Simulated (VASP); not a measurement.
# MgO (Fm-3m) in VASP: single point with r2SCAN

Aim: the single point of MgO with r2SCAN.

Everything below comes from runs of VASP 6.6.1. Logs are shortened: lines on timing, memory, paths and dates and some standing lists are left out, and cuts for length are marked.

**Experimental background.**

From “Electronic structure of alkaline earth and post-transition metal oxides”, 2009, arxiv:0908.1581, for a bulk crystal of MgO: band gap 7.83 eV.

The runs below are set against these values where they give the same quantity.

## Step 1: The cell of the first run

The structure is cubic, space group Fm-3m (No. 225). Conventional cell: a = 4.214 Å, b = 4.214 Å, c = 4.214 Å, α = 90.00°, β = 90.00°, γ = 90.00°. Mg (site symmetry m-3m) has 6 O at 2.11 Å within 2.8 Å. Within 2.8 Å of O (site symmetry m-3m) lie 6 Mg at 2.11 Å.

## Step 2: Single point, r2SCAN

Input file POSCAR:

```
MgO
1.0
    0.0000000000      2.1071294959      2.1071294959
    2.1071294959      0.0000000000      2.1071294959
    2.1071294959      2.1071294959      0.0000000000
Mg O
1 1
Direct
    0.0000000000      0.0000000000      0.0000000000
    0.5000000000      0.5000000000      0.5000000000
```

Input file INCAR.step1:

```
ALGO     = Normal         # electronic algorithm
EDIFF    = 1E-5           # SCF threshold, eV
ENCUT    = 920            # plane-wave cutoff, eV
GGA      = PE             # functional
GGA_COMPAT= False        
ISMEAR   = 0              # smearing method
LASPH    = True           # aspherical terms in the spheres
LCHARG   = False          # write CHGCAR
LREAL    = False          # projectors in reciprocal space
LWAVE    = True           # write WAVECAR
NBANDS   = 15             # bands
NELM     = 120            # most SCF steps
PREC     = Accurate       # precision mode
SIGMA    = 0.02           # smearing width, eV
```

Input file INCAR.step2:

```
ALGO     = Normal         # electronic algorithm
EDIFF    = 1E-6           # SCF threshold, eV
ENCUT    = 920            # plane-wave cutoff, eV
GGA_COMPAT= False        
ISIF     = 2              # what is computed and relaxed
ISMEAR   = 0              # smearing method
ISTART   = 1            
LASPH    = True           # aspherical terms in the spheres
LCHARG   = True           # write CHGCAR
LELF     = True           # ELF
LMIXTAU  = True         
LREAL    = False          # projectors in reciprocal space
LVHAR    = True         
LWAVE    = False          # write WAVECAR
METAGGA  = R2SCAN         # meta-GGA
NBANDS   = 15             # bands
NELM     = 120            # most SCF steps
PREC     = Accurate       # precision mode
SIGMA    = 0.02           # smearing width, eV
```

Input file KPOINTS:

```
k-points
0
Gamma
  10 10 10
```

Potentials or basis: VASP PAW PBE potentials, release 64 (Mg_sv, O).

On the command line:

```console
cat potpaw_PBE.64/Mg_sv/POTCAR potpaw_PBE.64/O/POTCAR > POTCAR
cp INCAR.step1 INCAR
mpirun -np 1 vasp_std > vasp.out
cp INCAR.step2 INCAR
mpirun -np 1 vasp_std > vasp.out
```

OUTCAR:

```text
EDIFF = 1E-6
   ENCUT = 920
   ISIF = 2
   ISMEAR = 0
   ISTART = 1
   LASPH = True
   LREAL = False
   METAGGA = R2SCAN
   NELM = 120
   PREC = Accurate

 ion  position               nearest neighbor table
   1  0.000  0.000  0.000-   2 2.11   2 2.11   2 2.11   2 2.11   2 2.11   2 2.11
   2  0.500  0.500  0.500-   1 2.11   1 2.11   1 2.11   1 2.11   1 2.11   1 2.11

  LATTYP: Found a face centered cubic cell.
 ALAT       =     4.2142589918

  Lattice vectors:

 A1 = (   0.0000000000,   2.1071294959,   2.1071294959)
 A2 = (   2.1071294959,   0.0000000000,   2.1071294959)
 A3 = (   2.1071294959,   2.1071294959,   0.0000000000)

Analysis of symmetry for initial positions (statically):
=====================================================================
 Subroutine PRICEL returns:
 Original cell was already a primitive cell.

 Routine SETGRP: Setting up the symmetry group for a
 face centered cubic supercell.

 Subroutine GETGRP returns: Found 48 space group operations
 (whereof 48 operations were pure point group operations)
 out of a pool of 48 trial point group operations.

The static configuration has the point symmetry O_h .

Analysis of symmetry for dynamics (positions and initial velocities):
=====================================================================
 Subroutine PRICEL returns:
 Original cell was already a primitive cell.

 Routine SETGRP: Setting up the symmetry group for a
 face centered cubic supercell.

 Subroutine GETGRP returns: Found 48 space group operations
 (whereof 48 operations were pure point group operations)
 out of a pool of 48 trial point group operations.

The dynamic configuration has the point symmetry O_h .

 Subroutine INISYM returns: Found 48 space group operations
 (whereof 48 operations are pure point group operations),
 and found     1 'primitive' translations

----------------------------------------------------------------------------------------

                                     Primitive cell

  volume of cell :      18.7113

  direct lattice vectors                    reciprocal lattice vectors
     0.000000000  2.107129496  2.107129496    -0.237289640  0.237289640  0.237289640
     2.107129496  0.000000000  2.107129496     0.237289640 -0.237289640  0.237289640
     2.107129496  2.107129496  0.000000000     0.237289640  0.237289640 -0.237289640

  length of vectors
     2.979931111  2.979931111  2.979931111     0.410997713  0.410997713  0.410997713

  position of ions in fractional coordinates (direct lattice)
[... 91 lines left out ...]
   NUPDOWN=      -1.0000    fix difference up-down
   EMIN   =  10.00;   EMAX   =-10.00  energy-range for DOS
   EFERMI =   0.00;   METHOD = LEGACY
   ISMEAR =     0;   SIGMA  =   0.02  broadening in eV -4-tet -1-fermi 0-gaus
   EFERMI_NEDOS =   21; number of points for ismear=-14 and -15
   IALGO  =     38    algorithm
   IMIX   =      4    mixing-type and parameters
     AMIX     =   0.40;   BMIX     =  1.00
     AMIX_MAG =   1.60;   BMIX_MAG =  1.00
  volume/ion in A,a.u.               =       9.36        63.14
  Fermi-wavevector in a.u.,A,eV,Ry     =   1.553866  2.936381 32.851266  2.414500
  Thomas-Fermi vector in A             =   2.658035
   LORBIT       =      0    0 simple, 1 ext, 2 COOP (PROOUT), +10 PAW based schemes
   METAGGA = R2SCAN    functional components
   LHFCALC =     F    Hartree Fock is set to
   AEXX    =    0.0000 exact exchange contribution
   IVDW    =     0    specifies the selected vdW correction
   LEPSILON=     F    determine dielectric tensor
   LRPA    =     F    only Hartree local field effects (RPA)
 non-spin polarized calculation
 Gauss-broadening in eV      SIGMA  =   0.02
  energy-cutoff  :      920.00
  volume of cell :       18.71
 maximum number of plane-waves:      1243
 NGX is ok and might be reduce to    30
   NGX = 15   NGY = 15   NGZ = 15

 number of electron      15.9999997 magnetization

 Free energy of the ion-electron system (eV)
  ---------------------------------------------------
  ext. energy  EPLUGINS =         0.00000000
  ---------------------------------------------------
  free energy    TOTEN  =       -16.15481277 eV

  energy without entropy =      -16.15481277  energy(sigma->0) =      -16.15481277

 E-fermi :   2.6860     XC(G=0): -12.0325

 val. band max:        2.4946192960   @ k =   0.0000   0.0000   0.0000
 cond. band min:       8.1243888592   @ k =   0.0000   0.0000   0.0000
 fundamental gap:      5.6297695632
 Fermi energy:         2.6860092850

 k-point     1 :       0.0000    0.0000    0.0000
  band No.  band energies     occupation
      1     -72.4829      2.00000
      2     -37.5694      2.00000
      3     -37.5694      2.00000
      4     -37.5694      2.00000
      5     -15.6847      2.00000
      6       2.4946      2.00000
      7       2.4946      2.00000
      8       2.4946      2.00000
      9       8.1244      0.00000
     10      19.3474      0.00000
     11      19.3474      0.00000
     12      19.3474      0.00000
     13      23.4485      0.00000
     14      25.2799      0.00000
[... 401 lines left out ...]
      2     -37.6278      2.00000
      3     -37.5927      2.00000
      4     -37.5904      2.00000
      5     -14.4803      2.00000
      6      -1.0606      2.00000
      7       1.1860      2.00000
      8       1.3981      2.00000
      9      13.1055      0.00000
     10      13.6481      0.00000
     11      17.3252      0.00000
     12      22.0232      0.00000
     13      22.2402      0.00000
     14      28.8225      0.00000
     15      31.0217      0.00000

 [... further k-points ...]

------------------------ aborting loop because EDIFF is reached ----------------------------------------

  FORCE on cell =-STRESS in cart. coord.  units (eV):
  Direction    XX          YY          ZZ          XY          YZ          ZX
  --------------------------------------------------------------------------------------
  -------------------------------------------------------------------------------------
  Total       -0.0778000     -0.0778000     -0.0778000      0.0000000      0.0000000      0.0000000
  in kB       -6.6617215     -6.6617215     -6.6617215      0.0000000      0.0000000      0.0000000
  external PRESSURE =      -6.6617215 kB  Pullay stress =       0.0000000 kB

 VOLUME and BASIS-vectors are now :
 -----------------------------------------------------------------------------
  energy-cutoff  :      920.00
  volume of cell :       18.71
      direct lattice vectors                 reciprocal lattice vectors
     0.000000000  2.107129496  2.107129496    -0.237289640  0.237289640  0.237289640
     2.107129496  0.000000000  2.107129496     0.237289640 -0.237289640  0.237289640
     2.107129496  2.107129496  0.000000000     0.237289640  0.237289640 -0.237289640

 POSITION                                       TOTAL-FORCE (eV/Angst)
 -----------------------------------------------------------------------------------
      0.00000      0.00000      0.00000         0.000000      0.000000      0.000000
      2.10713      2.10713      2.10713         0.000000      0.000000     -0.000000
 -----------------------------------------------------------------------------------
    total drift:                                0.000000      0.000000      0.000000

  FREE ENERGIE OF THE ION-ELECTRON SYSTEM (eV)
  ---------------------------------------------------
  free  energy   TOTEN  =       -16.1548127746 eV

  energy  without entropy=      -16.1548127746  energy(sigma->0) =      -16.15481277
```

Run time: 59 s. Hardware: 1 thread of AMD EPYC 9R45 (Zen 5), shared host; peak memory 0.15 GiB.

What came out:

```
Free energy            : -16.1548 eV
Pressure               : -0.7 GPa
Band gap on the k mesh : 5.63 eV
```

Caveat: the PAW data sets were made with another functional, which shifts forces and pressure a little.

## Step 3: Comparison with measurements

Step 2. Against the measured gap of MgO, 7.83 eV (quoted in “Electronic structure of alkaline earth and post-transition metal oxides”, 2009, arxiv:0908.1581), the calculated 5.63 eV is off by -2.20 eV. The value is that of r2SCAN, without temperature or zero-point motion.
